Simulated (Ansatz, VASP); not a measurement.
CuO in VASP and in Ansatz

File INCAR:

```
PREC = Accurate
ENCUT = 520
EDIFF = 1E-6
ISMEAR = 0
SIGMA = 0.05
LREAL = F
LASPH = T
NELM = 150
ALGO = Normal
ISIF = 2
LWAVE = F
LCHARG = T
ISPIN = 2
MAGMOM = 0.09 0.05
LORBIT = 11
LMAXMIX = 4
GGA = PE
LELF = T
LVHAR = T
NBANDS = 20
```

The input KPOINTS:

```
regular mesh
0
Gamma
  7 7 7
```

Contents of POSCAR:

```
CuO
1.0
    0.0000000000      2.3272527300      2.3272527300
    2.3272527300      0.0000000000      2.3272527300
    2.3272527300      2.3272527300      0.0000000000
Cu O
1 1
Direct
    0.0000000000      0.0000000000      0.0000000000
    0.2500000000      0.2500000000      0.2500000000
```

Input for Ansatz:

```yaml
crystal:
  lattice:
    - [0.0, 2.32725273, 2.32725273]
    - [2.32725273, 0.0, 2.32725273]
    - [2.32725273, 2.32725273, 0.0]
  atoms:
    - { symbol: Cu, position: [0.0, 0.0, 0.0], spin: 0.3 }
    - { symbol: O, position: [0.25, 0.25, 0.25] }
basis:
  ecutwfc: 420
  ecutrho_ratio: 4
kpoints:
  mp_grid: { grid: [7, 7, 7] }
hamiltonian:
  xc: pbe
  hubbard:
    sites:
      - { site: 0, l: d, u_eff: 0.0, starting_ns: [{ spin: up, occupation_matrix: s0up }, { spin: down, occupation_matrix: s0down }] }
    occupation_matrices:
      s0up:
        matrix:
          - [0.97, 0.0, 0.0, 0.0, 0.0]
          - [0.0, 0.97, 0.0, 0.0, 0.0]
          - [0.0, 0.0, 0.97, 0.0, 0.0]
          - [0.0, 0.0, 0.0, 0.97, 0.0]
          - [0.0, 0.0, 0.0, 0.0, 0.97]
      s0down:
        matrix:
          - [0.97, 0.0, 0.0, 0.0, 0.0]
          - [0.0, 0.97, 0.0, 0.0, 0.0]
          - [0.0, 0.0, 0.97, 0.0, 0.0]
          - [0.0, 0.0, 0.0, 0.97, 0.0]
          - [0.0, 0.0, 0.0, 0.0, 0.97]
    ns_hold: { iters: 5 }
scf:
  occupations: { method: gaussian, width: 0.05 }
  lower_state_search: "off"
  max_iter: 150
output:
  forces: true
  stress: true
  eigenvalues: true
  populations: true
  hubbard: { sites: [{ site: 0, l: d }] }
magnetization:
  spin_polarized: true
```

Alike in both runs: task single point; functional PBE; k mesh 7 × 7 × 7; occupations gaussian, width 0.05 eV; collinear spin.

|  | VASP | Ansatz |
| --- | --- | --- |
| version | VASP 6.6.1 | Ansatz 0.2.0 |
| potentials or method | VASP PAW PBE potentials, release 64 (Cu, O), cutoff 520 eV | scalar-relativistic, plane waves, PAW |
| valence electrons in the cell | 17 | 25 |

|  | VASP | Ansatz | Ansatz less VASP |
| --- | --- | --- | --- |
| gap on the k mesh at the Fermi level (eV) | none | none | - |
| pressure (GPa) | -9.3 | -9.7 | -0.42 |
| net moment per atom (μB) | 0.06 | 0.07 | +0.002 |
| size of the moment on the site where the two differ most (μB) | 0.04 | 0.04 | +0.003 |

Site moments also hang on the region over which each program counts them. A gap of «none» marks a metal or a gap that the smearing closes. VASP's potentials hold 17 valence electrons a cell and Ansatz's 25, so a difference there can come from the potentials and not from the codes.
